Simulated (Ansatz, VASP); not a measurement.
## RbSb4As3: VASP beside Ansatz

INCAR

```
ALGO = Normal
EDIFF = 1E-7
ENCUT = 520
GGA = PE
ISIF = 2
ISMEAR = -1
LASPH = True
LCHARG = False
LREAL = False
LWAVE = False
NBANDS = 32
NELM = 80
PREC = Accurate
SIGMA = 0.1
```

KPOINTS

```
k-points
0
Gamma
  5 5 5
```

File POSCAR:

```
RbSb4As3
1.0
    4.5673430000      0.0000000000      0.0000000000
   -2.2836710000      3.9554380000      0.0000000000
   -2.2836710000      1.3184790000     12.5688990000
Rb Sb As
1 4 3
Direct
    0.5000000000      0.5000000000      0.5000000000
    0.0864700000      0.9135300000      0.2594100000
    0.9135300000      0.0864700000      0.7405900000
    0.3024200000      0.6975800000      0.9072600000
    0.6975800000      0.3024200000      0.0927400000
    0.2310000000      0.7690000000      0.6930000000
    0.7690000000      0.2310000000      0.3070000000
    0.0000000000      0.0000000000      0.0000000000
```

Input for Ansatz:

```yaml
crystal:
  lattice:
    - [4.567343, 0.0, 0.0]
    - [-2.283671, 3.955438, 0.0]
    - [-2.283671, 1.318479, 12.568899]
  atoms:
    - { symbol: Rb, position: [0.5, 0.5, 0.5] }
    - { symbol: Sb, position: [0.08647, 0.91353, 0.25941] }
    - { symbol: Sb, position: [0.91353, 0.08647, 0.74059] }
    - { symbol: Sb, position: [0.30242, 0.69758, 0.90726] }
    - { symbol: Sb, position: [0.69758, 0.30242, 0.09274] }
    - { symbol: As, position: [0.231, 0.769, 0.693] }
    - { symbol: As, position: [0.769, 0.231, 0.307] }
    - { symbol: As, position: [0.0, 0.0, 0.0] }
  symmetry: { tolerance: 0.0003 }
kpoints:
  mp_grid: { grid: [5, 5, 5], shift: [0, 0, 0] }
magnetization:
  spin_polarized: false
scf:
  occupations: { method: fermi_dirac }
  mixing: { preconditioner: kerker_dos }
hamiltonian:
  pseudopotentials: { kind: paw }
  xc: pbe
basis:
  ecutwfc: 420
output:
  forces: true
  stress: true
  eigenvalues: true
  write_density: true
  write_potential: true
  elf: true
  volumetric_format: npy
```

Alike in both runs: task single point; functional PBE; k mesh 5 × 5 × 5; no spin polarisation.

|  | VASP | Ansatz |
| --- | --- | --- |
| version | VASP 6.6.1 | Ansatz 0.2.0 |
| potentials or method | VASP PAW PBE potentials, release 64 (Rb_sv, Sb, As), cutoff 520 eV | PAW plane waves |
| occupations | fermi-dirac, width 0.1 eV | fermi-dirac |
| valence electrons in the cell | 44 | 114 |

|  | VASP | Ansatz | Ansatz less VASP |
| --- | --- | --- | --- |
| gap on the k mesh at the Fermi level (eV) | none | none | - |
| pressure (GPa) | 8.1 | 8.0 | -0.09 |
| traceless stress, the component that is largest in VASP (GPa) | -2.54 | -2.52 | +0.017 |
| rms of the force components (eV/Å) | 0.267 | 0.259 | -0.0082 |

Atom by atom the forces differ by 0.010 eV/Å (rms over components). A gap of «none» marks a metal or a gap that the smearing closes. VASP's potentials hold 44 valence electrons a cell and Ansatz's 114, so a difference there can come from the potentials and not from the codes. Ansatz's warnings: structure snapped to symmetry.

Neither program's run includes spin-orbit coupling.
